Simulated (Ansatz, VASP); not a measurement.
**Al: VASP beside Ansatz**

File POSCAR:

```
Al
1.0
   -1.5912186900      1.5912186900      1.6707796245
    1.5912186900     -1.5912186900      1.6707796245
    1.5912186900      1.5912186900     -1.6707796245
Al
1
Direct
    0.0000000000      0.0000000000      0.0000000000
```

The input INCAR.step1:

```
SYSTEM = Al
  PREC = Accurate
  ENCUT = 520
  ISMEAR = 0
  SIGMA = 0.15
  LREAL = .FALSE.
  LASPH = .TRUE.
  NELM = 80
  NBANDS = 8
  GGA = PE
  ALGO = Normal
  EDIFF = 1E-4
  LWAVE = .TRUE.
  LCHARG = .FALSE.
```

File INCAR.step2:

```
SYSTEM = Al
  PREC = Accurate
  ENCUT = 520
  EDIFF = 1E-7
  ISMEAR = 0
  SIGMA = 0.15
  LREAL = .FALSE.
  LASPH = .TRUE.
  NELM = 80
  ALGO = Normal
  ISIF = 2
  LWAVE = .FALSE.
  LCHARG = .FALSE.
  METAGGA = R2SCAN
  LMIXTAU = .TRUE.
  NBANDS = 8
  ISTART = 1
```

The input KPOINTS:

```
Automatic mesh
0
G
  20 20 20
  0 0 0
```

Input for Ansatz:

```yaml
crystal:
  lattice:
    - [-1.59121869, 1.59121869, 1.6707796245]
    - [1.59121869, -1.59121869, 1.6707796245]
    - [1.59121869, 1.59121869, -1.6707796245]
  atoms:
    - { symbol: Al, position: [0.0, 0.0, 0.0] }
basis:
  ecutwfc: 500
kpoints:
  mp_grid: { grid: [20, 20, 20] }
hamiltonian:
  xc: r2scan
scf:
  occupations: { method: gaussian, width: 0.15 }
output:
  forces: true
  stress: true
  eigenvalues: true
```

Change from the starting cell: strain +0.000 along x and y, +0.050 along z, atoms carried along.

Alike in both runs: task single point; functional r2SCAN; k mesh 20 × 20 × 20; occupations gaussian, width 0.15 eV; no spin polarisation.

```csv
,VASP,Ansatz
version,VASP 6.6.1,Ansatz 0.2.0
potentials or method,"VASP PAW PBE potentials, release 64 (Al), cutoff 520 eV","scalar-relativistic, plane waves, PAW"
valence electrons in the cell,3,3
```

```tsv
	VASP	Ansatz	Ansatz less VASP
gap on the k mesh at the Fermi level (eV)	none	none	-
pressure (GPa)	-3.6	-3.3	+0.27
traceless stress, the component that is largest in VASP (GPa)	1.53	1.53	-0.002
```

VASP's potentials were made for PBE, not for r2SCAN. A gap of «none» marks a metal or a gap that the smearing closes. The functional is the same, so the differences come from potentials, cutoffs and numerics.
